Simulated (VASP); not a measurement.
## AlN: single point with LDA

The system is AlN.

```
Al N
1.0
     3.08862    0.00000    0.00000
    -1.54431    2.67482    0.00000
     0.00000    0.00000    4.94316
Al N
2 2
Direct
  0.33333 0.66667 0.00001
  0.66667 0.33333 0.50001
  0.33333 0.66667 0.38199
  0.66667 0.33333 0.88199
```

```json
{
  "Program": "VASP 6.6.1",
  "Task": "single point",
  "Functional": "LDA",
  "Potentials or basis": "VASP PAW LDA potentials, release 64 (Al, N)",
  "Cutoff": "520 eV",
  "k mesh": "9 × 9 × 6",
  "Occupations": "gaussian, width 0.02 eV",
  "Spin": "no spin polarisation",
  "Dipole correction": "no",
  "Further INCAR settings": "ALGO = Normal; EDIFF = 1e-06; NBANDS = 16"
}
```

The pressure is 0.6 GPa and the band gap on the k mesh is 4.42 eV.

Levels at points of the mesh, in eV from the valence-band top:
| k point | band 4 | band 5 | band 6 | band 7 | band 8 | band 9 | band 10 | band 11 | band 12 | band 13 |
| --- | --- | --- | --- | --- | --- | --- | --- | --- | --- | --- |
| (0.00, 0.00, 0.00) | -0.89 | -0.89 | -0.23 | -0.23 | 0.00 | 4.42 | 6.73 | 10.66 | 11.10 | 11.10 |
| (0.00, 0.00, 0.50) | -3.37 | -0.57 | -0.57 | -0.57 | -0.57 | 6.61 | 6.61 | 10.32 | 10.32 | 11.42 |

Wall time 36 s on 1 thread of Intel Xeon 8259CL (shared host), peak memory 0.15 GiB.

A k mesh can miss the band edges.
